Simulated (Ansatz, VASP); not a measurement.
**One calculation of LiF, two programs**

```
Li F
1.0
     3.06194    0.00000    0.00000
    -1.53097    2.65172    0.00000
     0.00000    0.00000    5.10885
Li F
2 2
Direct
  0.33333 0.66667 0.42187
  0.66667 0.33333 0.92187
  0.33333 0.66667 0.99393
  0.66667 0.33333 0.49393
```

Alike in both runs: task single point; functional PBE; k mesh 9 × 9 × 6; occupations gaussian, width 0.05 eV; no spin polarisation.

|  | VASP | Ansatz |
| --- | --- | --- |
| version | VASP 6.6.1 | Ansatz 0.2.0 |
| potentials or method | VASP PAW PBE potentials, release 64 (Li_sv, F), cutoff 520 eV | scalar-relativistic, plane waves, PAW |
| valence electrons in the cell | 20 | 20 |

|  | VASP | Ansatz | Ansatz less VASP |
| --- | --- | --- | --- |
| gap on the k mesh at the Fermi level (eV) | 7.47 | 7.48 | +0.014 |
| least direct gap on the mesh (eV) | 7.47 | 7.48 | +0.014 |
| rms of the force components (eV/Å) | 0.194 | 0.185 | -0.0093 |

Atom by atom the forces differ by 0.009 eV/Å (rms over components).

Noted on VASP's run: the cutoff is short for stress, so the pressure is rough.
